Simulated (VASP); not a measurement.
# Sn12BrO23 (a cell with a defect) in VASP: single point with PBE

Aim: the single point of Sn12BrO23 (a cell with a defect) with PBE.

All numbers are computed with VASP 6.6.1; they aren't measurements. Logs are shortened: lines on timing, memory, paths and dates and some standing lists are left out, and cuts for length are marked.

### Step 1. The cell of the first run

The cell holds a defect, 36 atoms: a = 6.701 Å, b = 6.701 Å, c = 9.559 Å, α = 90.00°, β = 90.00°, γ = 90.00°.

### Step 2. Single point, PBE

INCAR reads:

```
PREC = Accurate
ENCUT = 520
EDIFF = 1E-7
ISMEAR = -1
SIGMA = 0.01
LREAL = Auto
LASPH = True
NELM = 100
ALGO = Normal
ISIF = 2
LWAVE = False
LCHARG = False
GGA = PE
NELECT = 312.0
NBANDS = 180
```

KPOINTS reads:

```
Automatic mesh
0
Gamma
  3 3 2
```

POSCAR reads:

```
Sn12BrO23
1.0
    4.7380000000      4.7380000000      0.0000000000
   -4.7380000000      4.7380000000      0.0000000000
    0.0000000000      0.0000000000      9.5595000000
Sn Br O
12 1 23
Direct
   -0.0562919046      0.0000000000      0.0000000000
    0.0106249785      0.0000000000      0.3349348735
    0.0106249785      0.0000000000      0.6650651265
    0.5005037461      0.5000000000      0.0000000000
    0.5032809671      0.5000000000      0.3346469555
    0.5032809671      0.5000000000      0.6653530445
    0.5381953405      0.0000000000      0.1904870402
    0.4862103701      0.0000000000      0.5000000000
    0.5381953405      0.0000000000      0.8095129598
   -0.0049112275      0.5000000000      0.1679054943
    0.0100747386      0.5000000000      0.5000000000
   -0.0049112275      0.5000000000      0.8320945057
    0.2888938792      0.0000000000      0.0000000000
    0.3117229832      0.0000000000      0.3284595581
    0.3117229832      0.0000000000      0.6715404419
    0.8048557721      0.5000000000      0.0000000000
    0.8080112373      0.5000000000      0.3389527444
    0.8080112373      0.5000000000      0.6610472556
    0.5111401851      0.3036035607      0.1689612473
    0.4918210111      0.3044283094      0.5000000000
    0.5111401851      0.3036035607      0.8310387527
   -0.0296018614      0.8069980210      0.1686855642
    0.0263049681      0.8051783244      0.5000000000
   -0.0296018614      0.8069980210      0.8313144358
    0.6626896891      0.0000000000      0.0000000000
    0.7088951568      0.0000000000      0.3547367106
    0.7088951568      0.0000000000      0.6452632894
    0.1944332221      0.5000000000      0.0000000000
    0.1972931812      0.5000000000      0.3276171239
    0.1972931812      0.5000000000      0.6723828761
    0.5111401851      0.6963964393      0.1689612473
    0.4918210111      0.6955716906      0.5000000000
    0.5111401851      0.6963964393      0.8310387527
   -0.0296018614      0.1930019790      0.1686855642
    0.0263049681      0.1948216756      0.5000000000
   -0.0296018614      0.1930019790      0.8313144358
```

Potentials or basis: VASP PAW PBE potentials, release 64 (Sn_d, Br, O).

Started as:

```sh
> cat potpaw_PBE.64/Sn_d/POTCAR potpaw_PBE.64/Br/POTCAR potpaw_PBE.64/O/POTCAR > POTCAR
> mpirun -np 1 vasp_std > vasp.out
```

OUTCAR:

```text
PREC = Accurate
   ENCUT = 520
   EDIFF = 1E-7
   ISMEAR = -1
   LREAL = Auto
   LASPH = True
   NELM = 100
   ISIF = 2
   GGA = PE
   NELECT = 312.0

 ion  position               nearest neighbor table
   1  0.944  0.000  0.000-  25 1.88  24 2.07  22 2.07  34 2.07  36 2.07  13 2.31   2 3.23   3 3.23
                             7 3.27   9 3.27  10 3.73  12 3.73  10 3.73  12 3.73
   2  0.011  0.000  0.335-  14 2.02  26 2.03  23 2.05  35 2.05  34 2.07  22 2.07   3 3.16   1 3.23
                             7 3.45   8 3.56  11 3.70  11 3.70  10 3.71  10 3.71
   3  0.011  0.000  0.665-  15 2.02  27 2.03  23 2.05  35 2.05  24 2.07  36 2.07   2 3.16   1 3.23
                             9 3.45   8 3.56  11 3.70  11 3.70  12 3.71  12 3.71
   4  0.501  0.500  0.000-  16 2.04  28 2.05  21 2.08  19 2.08  31 2.08  33 2.08   5 3.20   6 3.20
                            10 3.68  12 3.68  10 3.75  12 3.75
   5  0.503  0.500  0.335-  17 2.04  29 2.05  20 2.05  32 2.05  31 2.06  19 2.06   6 3.16   4 3.20
                             7 3.63   7 3.63  10 3.66  11 3.66   8 3.71   8 3.71  11 3.75
   6  0.503  0.500  0.665-  18 2.04  30 2.05  20 2.05  32 2.05  21 2.06  33 2.06   5 3.16   4 3.20
                             9 3.63   9 3.63  12 3.66  11 3.66   8 3.71   8 3.71  11 3.75
   7  0.538  0.000  0.190-  26 1.94  25 2.00  14 2.01  19 2.05  31 2.05  13 2.47   8 2.98   1 3.27
                             2 3.45   5 3.63   5 3.63   9 3.64
   8  0.486  0.000  0.500-  14 2.01  15 2.01  26 2.04  27 2.04  20 2.04  32 2.04   7 2.98   9 2.98
                             2 3.56   3 3.56   5 3.71   6 3.71   5 3.71   6 3.71
   9  0.538  0.000  0.810-  27 1.94  25 2.00  15 2.01  21 2.05  33 2.05  13 2.47   8 2.98   1 3.27
                             3 3.45   6 3.63   6 3.63   7 3.64
  10  0.995  0.500  0.168-  29 2.04  16 2.05  17 2.06  22 2.06  34 2.06  28 2.09  11 3.18  12 3.21
                             5 3.66   4 3.68   2 3.71   2 3.71   1 3.73   1 3.73   4 3.75
  11  0.010  0.500  0.500-  23 2.05  35 2.05  17 2.05  18 2.05  30 2.07  29 2.07  10 3.18  12 3.18
                             5 3.66   6 3.66   2 3.70   3 3.70   2 3.70   3 3.70   5 3.75   6 3.75
  12  0.995  0.500  0.832-  30 2.04  16 2.05  18 2.06  24 2.06  36 2.06  28 2.09  11 3.18  10 3.21
                             6 3.66   4 3.68   3 3.71   3 3.71   1 3.73   1 3.73   4 3.75
  13  0.289  0.000  0.000-   1 2.31   7 2.47   9 2.47
  14  0.312  0.000  0.328-   7 2.01   8 2.01   2 2.02
  15  0.312  0.000  0.672-   9 2.01   8 2.01   3 2.02
  16  0.805  0.500  0.000-   4 2.04  10 2.05  12 2.05
  17  0.808  0.500  0.339-   5 2.04  11 2.05  10 2.06
  18  0.808  0.500  0.661-   6 2.04  11 2.05  12 2.06
[... 16 lines left out ...]
  35  0.026  0.195  0.500-  11 2.05   3 2.05   2 2.05
  36  0.970  0.193  0.831-  12 2.06   3 2.07   1 2.07

  LATTYP: Found a simple tetragonal cell.
 ALAT       =     6.7005438585
 C/A-ratio  =     1.4266752374

  Lattice vectors:

 A1 = (   4.7380000000,   4.7380000000,   0.0000000000)
 A2 = (  -4.7380000000,   4.7380000000,   0.0000000000)
 A3 = (   0.0000000000,   0.0000000000,   9.5595000000)

Analysis of symmetry for initial positions (statically):
=====================================================================
 Subroutine PRICEL returns:
 Original cell was already a primitive cell.

 Routine SETGRP: Setting up the symmetry group for a
 simple tetragonal supercell.

 Subroutine GETGRP returns: Found  4 space group operations
 (whereof  4 operations were pure point group operations)
 out of a pool of 16 trial point group operations.

The static configuration has the point symmetry C_2v.

Analysis of symmetry for dynamics (positions and initial velocities):
=====================================================================
 Subroutine PRICEL returns:
 Original cell was already a primitive cell.

 Routine SETGRP: Setting up the symmetry group for a
 simple tetragonal supercell.

 Subroutine GETGRP returns: Found  4 space group operations
 (whereof  4 operations were pure point group operations)
 out of a pool of 16 trial point group operations.

The dynamic configuration has the point symmetry C_2v.

 Subroutine INISYM returns: Found  4 space group operations
 (whereof  4 operations are pure point group operations),
 and found     1 'primitive' translations

----------------------------------------------------------------------------------------

                                     Primitive cell

  volume of cell :     429.1956

  direct lattice vectors                    reciprocal lattice vectors
     4.738000000  4.738000000  0.000000000     0.105529759  0.105529759  0.000000000
    -4.738000000  4.738000000  0.000000000    -0.105529759  0.105529759  0.000000000
     0.000000000  0.000000000  9.559500000     0.000000000  0.000000000  0.104607982

  length of vectors
     6.700543859  6.700543859  9.559500000     0.149241617  0.149241617  0.104607982

  position of ions in fractional coordinates (direct lattice)
     0.943708095  0.000000000  0.000000000
     0.010624978  0.000000000  0.334934874
     0.010624978  0.000000000  0.665065126
     0.500503746  0.500000000  0.000000000
     0.503280967  0.500000000  0.334646955
     0.503280967  0.500000000  0.665353045
[... 28 lines left out ...]
     0.026304968  0.194821676  0.500000000
     0.970398139  0.193001979  0.831314436

  ion indices of the primitive-cell ions
   primitive index   ion index
                 1           1
                 2           2
                 3           3
                 4           4
                 5           5
                 6           6
[... 28 lines left out ...]
                35          35
                36          36

----------------------------------------------------------------------------------------

 KPOINTS: Automatic mesh

Automatic generation of k-mesh.
 Grid dimensions read from file:
 generate k-points for:    3    3    2

 Generating k-lattice:

  Cartesian coordinates                     Fractional coordinates (reciprocal lattice)
     0.035176586  0.035176586  0.000000000     0.333333333  0.000000000  0.000000000
    -0.035176586  0.035176586  0.000000000     0.000000000  0.333333333  0.000000000
     0.000000000  0.000000000  0.052303991     0.000000000  0.000000000  0.500000000

  Length of vectors
     0.049747206  0.049747206  0.052303991

  Shift w.r.t. Gamma in fractional coordinates (k-lattice)
     0.000000000  0.000000000  0.000000000

 Subroutine IBZKPT returns following result:
 ===========================================

 Found      8 irreducible k-points:

 Following reciprocal coordinates:
            Coordinates               Weight
  0.000000  0.000000  0.000000      1.000000
  0.333333  0.000000  0.000000      2.000000
  0.000000  0.333333  0.000000      2.000000
  0.333333  0.333333  0.000000      4.000000
  0.000000  0.000000  0.500000      1.000000
  0.333333  0.000000  0.500000      2.000000
  0.000000  0.333333  0.500000      2.000000
  0.333333  0.333333  0.500000      4.000000
   k-points           NKPTS =      8   k-points in BZ     NKDIM =      8   number of bands    NBANDS=    180
   number of dos      NEDOS =    301   number of ions     NIONS =     36
   total plane-waves  NPLWV = 180000
   dimension x,y,z NGX =    50 NGY =   50 NGZ =   72
   dimension x,y,z NGXF=   100 NGYF=  100 NGZF=  144
   ions per type =              12   1  23
   NGX,Y,Z   is equivalent  to a cutoff of  12.41, 12.41, 12.52 a.u.
   NGXF,Y,Z  is equivalent  to a cutoff of  24.81, 24.81, 25.04 a.u.
 SYSTEM =  unknown system
   PREC   = accura    normal or accurate (medium, high low for compatibility)
   ISTART =      0    job   : 0-new  1-cont  2-samecut
   ICHARG =      2    charge: 1-file 2-atom 10-const
   ISPIN  =      1    spin polarized calculation?
   LNONCOLLINEAR =      F non collinear calculations
   LSORBIT =      F    spin-orbit coupling
   LASPH  =      T    aspherical Exc in radial PAW
   ENCUT  =  520.0 eV  38.22 Ry    6.18 a.u.  12.46 12.46 17.77*2*pi/ulx,y,z
   NELM   =    100;   NELMIN=  2; NELMDL= -5     # of ELM steps
   EDIFF  = 0.1E-06   stopping-criterion for ELM
   LREAL  =      T    real-space projection
   EDIFFG = 0.1E-05   stopping-criterion for IOM
   NSW    =      0    number of steps for IOM
   IBRION =     -1    ionic relax: 0-MD 1-quasi-New 2-CG
   NFREE  =      0    steps in history (QN), initial steepest desc. (CG)
   ISIF   =      2    stress and relaxation
   ISYM   =      2    0-nonsym 1-usesym 2-fastsym
   POTIM  = 0.5000    time-step for ionic-motion
   TEBEG  =    0.0;   TEEND  =   0.0 temperature during run
   PSTRESS=    0.0 pullay stress
   NELECT =     312.0000    total number of electrons
   NUPDOWN=      -1.0000    fix difference up-down
   EMIN   =  10.00;   EMAX   =-10.00  energy-range for DOS
   EFERMI =   0.00;   METHOD = LEGACY
   ISMEAR =    -1;   SIGMA  =   0.01  broadening in eV -4-tet -1-fermi 0-gaus
   EFERMI_NEDOS =   21; number of points for ismear=-14 and -15
   IALGO  =     38    algorithm
   IMIX   =      4    mixing-type and parameters
     AMIX     =   0.40;   BMIX     =  1.00
     AMIX_MAG =   1.60;   BMIX_MAG =  1.00
  volume/ion in A,a.u.               =      11.92        80.45
  Fermi-wavevector in a.u.,A,eV,Ry     =   1.472000  2.781677 29.480903  2.166785
  Thomas-Fermi vector in A             =   2.587068
   LORBIT       =      0    0 simple, 1 ext, 2 COOP (PROOUT), +10 PAW based schemes
   GGA     = PE    functional components
   LHFCALC =     F    Hartree Fock is set to
   AEXX    =    0.0000 exact exchange contribution
   IVDW    =     0    specifies the selected vdW correction
   LEPSILON=     F    determine dielectric tensor
   LRPA    =     F    only Hartree local field effects (RPA)
 non-spin polarized calculation
  energy-cutoff  :      520.00
  volume of cell :      429.20
 maximum number of plane-waves:     11628
 NGX is ok and might be reduce to    50
   NGX = 25   NGY = 25   NGZ = 35

 number of electron     312.0000007 magnetization

 Free energy of the ion-electron system (eV)
  ---------------------------------------------------
  ext. energy  EPLUGINS =         0.00000000
  ---------------------------------------------------
  free energy    TOTEN  =      -221.30520491 eV

  energy without entropy =     -221.30520491  energy(sigma->0) =     -221.30520491

 E-fermi :   6.7928     XC(G=0): -11.3494

 val. band max:        6.5337362521   @ k =   0.0000   0.0000   0.0000
 cond. band min:       7.7324018725   @ k =   0.0000   0.0000   0.0000
 fundamental gap:      1.1986656205
 Fermi energy:         6.7927866517

 k-point     1 :       0.0000    0.0000    0.0000
  band No.  band energies     occupation
      1     -15.3120      2.00000
      2     -14.7937      2.00000
      3     -14.7577      2.00000
      4     -14.5029      2.00000
      5     -14.4826      2.00000
      6     -14.3550      2.00000
[... 160 lines left out ...]
    167      12.5995      0.00000
    168      12.8260      0.00000
[... 1195 lines left out ...]
    167      12.8175      0.00000
    168      12.8376      0.00000
 [bands above 168 left out]

------------------------ aborting loop because EDIFF is reached ----------------------------------------

  FORCE on cell =-STRESS in cart. coord.  units (eV):
  Direction    XX          YY          ZZ          XY          YZ          ZX
  --------------------------------------------------------------------------------------
  -------------------------------------------------------------------------------------
  Total       33.6899884     33.6899884     45.7960640     19.2018662      0.0000000      0.0000000
  in kB      125.7639465    125.7639465    170.9556466     71.6801220      0.0000000      0.0000000
  external PRESSURE =     140.8278466 kB  Pullay stress =       0.0000000 kB

 VOLUME and BASIS-vectors are now :
 -----------------------------------------------------------------------------
  energy-cutoff  :      520.00
  volume of cell :      429.20
      direct lattice vectors                 reciprocal lattice vectors
     4.738000000  4.738000000  0.000000000     0.105529759  0.105529759  0.000000000
    -4.738000000  4.738000000  0.000000000    -0.105529759  0.105529759  0.000000000
     0.000000000  0.000000000  9.559500000     0.000000000  0.000000000  0.104607982

 POSITION                                       TOTAL-FORCE (eV/Angst)
 -----------------------------------------------------------------------------------
      4.47129      4.47129      0.00000         0.034724      0.034724      0.000000
      0.05034      0.05034      3.20181         0.001770      0.001770      0.017321
      0.05034      0.05034      6.35769         0.001770      0.001770     -0.017321
      0.00239      4.74039      0.00000        -0.006162     -0.006162      0.000000
      0.01555      4.75355      3.19906         0.000964      0.000964      0.010015
      0.01555      4.75355      6.36044         0.000964      0.000964     -0.010015
[... 28 lines left out ...]
     -0.79843      1.04770      4.77975        -0.007632      0.028102      0.000000
      3.68330      5.51219      7.94695        -0.006461      0.011733      0.005007
 -----------------------------------------------------------------------------------
    total drift:                               -0.025037     -0.025037      0.000003

  FREE ENERGIE OF THE ION-ELECTRON SYSTEM (eV)
  ---------------------------------------------------
  free  energy   TOTEN  =      -221.3052049124 eV

  energy  without entropy=     -221.3052049124  energy(sigma->0) =     -221.30520491
```

It took 20 min on 1 thread of Intel Xeon Platinum 8175M at 2.50GHz (Skylake/Cascade Lake), shared host; peak memory 0.66 GiB.

Results:

```yaml
Free_energy: -221.3052 eV
Largest_force: 0.049 eV/Å
```

Forces on the atoms (eV/Å):
```
Sn   0.035  0.035  0.000
Sn   0.002  0.002  0.017
Sn   0.002  0.002 -0.017
Sn  -0.006 -0.006  0.000
Sn   0.001  0.001  0.010
Sn   0.001  0.001 -0.010
Sn  -0.005 -0.005 -0.034
Sn  -0.005 -0.005  0.000
Sn  -0.005 -0.005  0.034
Sn  -0.004 -0.004  0.011
Sn   0.002  0.002  0.000
Sn  -0.004 -0.004 -0.011
Br  -0.022 -0.022  0.000
O   -0.027 -0.027 -0.008
O   -0.027 -0.027  0.008
O   -0.006 -0.006  0.000
O   -0.011 -0.011 -0.003
O   -0.011 -0.011  0.003
O    0.006 -0.008 -0.013
O    0.001 -0.011  0.000
O    0.006 -0.008  0.013
O    0.012 -0.006 -0.005
O    0.028 -0.008  0.000
O    0.012 -0.006  0.005
O   -0.013 -0.013  0.000
O    0.026  0.026  0.017
O    0.026  0.026 -0.017
O    0.008  0.008  0.000
O    0.013  0.013 -0.005
O    0.013  0.013  0.005
O   -0.008  0.006 -0.013
O   -0.011  0.001  0.000
O   -0.008  0.006  0.013
O   -0.006  0.012 -0.005
O   -0.008  0.028  0.000
O   -0.006  0.012  0.005
```

Levels at points of the mesh, in eV from the Fermi level:
| k point | band 152 | band 153 | band 154 | band 155 | band 156 | band 157 | band 158 | band 159 | band 160 | band 161 |
| --- | --- | --- | --- | --- | --- | --- | --- | --- | --- | --- |
| (0.00, 0.00, 0.00) | -0.96 | -0.96 | -0.95 | -0.91 | -0.26 | 0.94 | 4.05 | 4.25 | 4.30 | 4.45 |
| (0.00, 0.00, 0.50) | -0.95 | -0.94 | -0.94 | -0.49 | -0.46 | 2.26 | 2.56 | 4.19 | 4.31 | 4.47 |

Caveat: the cell carries a net charge on a neutralising background, which shifts energy and pressure; the cell is charged against a uniform background, so pressure and absolute levels hang on convention; spin-orbit coupling is left out, which moves the levels of the heavy elements.
